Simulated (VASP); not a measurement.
The system is Si4S.

```
CELL_PARAMETERS angstrom
4.00144 0.00000 0.00000
-2.00072 3.46535 0.00000
0.00000 0.00000 6.90957
ATOMIC_POSITIONS crystal
Si 0.33333 0.66667 0.70490
Si 0.66667 0.33333 0.70490
Si 0.66667 0.33333 0.29510
Si 0.33333 0.66667 0.29510
S 0.00000 0.00000 0.00000
```

* Program: VASP 6.6.1
* Task: relaxation of cell and atoms
* Functional: PBE
* Potentials or basis: VASP PAW PBE potentials, release 64 (Si, S)
* Cutoff: 600 eV
* k mesh: 12 × 12 × 6
* Occupations: gaussian, width 0.1 eV
* Spin: no spin polarisation

At the start: pressure 0.0 GPa; volume 19.16 Å³/atom.

Q: How do energy, volume and symmetry change on relaxing?

A: Over 11 steps the energy falls by 4.6 meV/atom and the volume is 18.86 Å³/atom (-1.6 %); space group P6/mmm (No. 191, to 0.05 Å).

The path:
```csv
step,energy change (eV),largest force (eV/Å),pressure (GPa),volume (Å³)
1,0.0000,0.0425,0.04,95.81
2,-0.0130,0.0510,-0.59,95.87
3,-0.0163,0.0498,-0.99,95.90
4,-0.0217,0.0538,0.27,94.06
5,-0.0218,0.0529,0.08,94.32
6,-0.0224,0.0400,0.04,94.32
7,-0.0230,0.0066,-0.06,94.30
8,-0.0231,0.0008,0.13,94.13
9,-0.0231,0.0023,0.08,94.17
10,-0.0231,0.0030,0.06,94.19
11,-0.0232,0.0016,0.00,94.29
```

Final structure:
```cif
data_structure
_symmetry_space_group_name_H-M 'P 1'
_symmetry_Int_Tables_number 1
_cell_length_a 4.0316
_cell_length_b 4.0316
_cell_length_c 6.6986
_cell_angle_alpha 90.000
_cell_angle_beta 90.000
_cell_angle_gamma 120.000
_cell_volume 94.29
loop_
_atom_site_label
_atom_site_type_symbol
_atom_site_fract_x
_atom_site_fract_y
_atom_site_fract_z
_atom_site_occupancy
Si1 Si 0.33333 0.66667 0.70794 1
Si2 Si 0.66667 0.33333 0.70794 1
Si3 Si 0.66667 0.33333 0.29206 1
Si4 Si 0.33333 0.66667 0.29206 1
S1 S 0.00000 0.00000 0.00000 1
```
